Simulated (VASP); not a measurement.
Set up this calculation in VASP 6.6.1, as the native input.

```
Task                   : single point
Functional             : LDA
Potentials or basis    : VASP PAW LDA potentials, release 64 (Si)
Cutoff                 : 520 eV
k mesh                 : 2 × 2 × 2
Occupations            : gaussian, width 0.05 eV
Spin                   : no spin polarisation
Dipole correction      : no
Further INCAR settings : LREAL = Auto; ALGO = Normal; EDIFF = 1e-06; NBANDS = 48
```

The structure of Si (a cell with a defect) lies in POSCAR:

```
Si
1.0
    0.0000000000      5.4300000000      5.4300000000
    5.4300000000      0.0000000000      5.4300000000
    5.4300000000      5.4300000000      0.0000000000
Si
17
Direct
   -0.0232103131      0.0696604052     -0.0230674033
    0.1316672192      0.1272622468      0.1318051565
    0.0067970534     -0.0122942910      0.5029049724
    0.1316652855      0.1272628913      0.6095798343
    0.0171533149      0.5009002762      0.0172877532
    0.1041116943      0.6876938306      0.1042529466
    0.0171529466      0.5009010129      0.4649708103
    0.1372577348      0.6156085635      0.6237225599
    0.5027651013     -0.0122964088      0.0069391344
    0.6094381215      0.1272613260      0.1318058932
    0.5027650092     -0.0122948435      0.5029047882
    0.6354753223      0.0936016575      0.6356191529
    0.4648278085      0.5008981584      0.0172931860
    0.6235829650      0.6156089319      0.1373967772
    0.5110395028      0.4669168508      0.5111779926
    0.6235840700      0.6156085635      0.6237236648
    0.8348432781      0.4954920810      0.8349898711
```

These files were run (other wordings do the same):

INCAR

```
SYSTEM = Si
ALGO     = Normal         ! electronic algorithm
EDIFF    = 1E-6           ! SCF threshold, eV
ENCUT    = 520            ! plane-wave cutoff, eV
ISIF     = 2              ! what is computed and relaxed
ISMEAR   = 0              ! smearing method
LASPH    = .True.         ! aspherical terms in the spheres
LCHARG   = .False.        ! write CHGCAR
LREAL    = Auto         
LWAVE    = .False.        ! write WAVECAR
NBANDS   = 48             ! bands
NELM     = 100            ! most SCF steps
PREC     = Accurate       ! precision mode
SIGMA    = 0.05           ! smearing width, eV
```

KPOINTS

```
k-points
0
Gamma
  2 2 2
  0 0 0
```

Potentials or basis: VASP PAW LDA potentials, release 64 (Si).

Command:

```console
$ cat potpaw_LDA.64/Si/POTCAR > POTCAR
$ mpirun -np 1 vasp_std > vasp.out
```

It gave:

```json
{"Pressure": "0.9 GPa", "Largest force": "0.068 eV/Å", "Band gap on the k mesh": "zero (bands 34 and 35 overlap by 0.03 eV)"}
```

Caveat: the k points lie up to 0.50 Å⁻¹ apart.

Run time: 67 s on 1 thread of Intel(R) Xeon(R) 6975P-C (Granite Rapids) (shared host), peak memory 0.34 GiB.
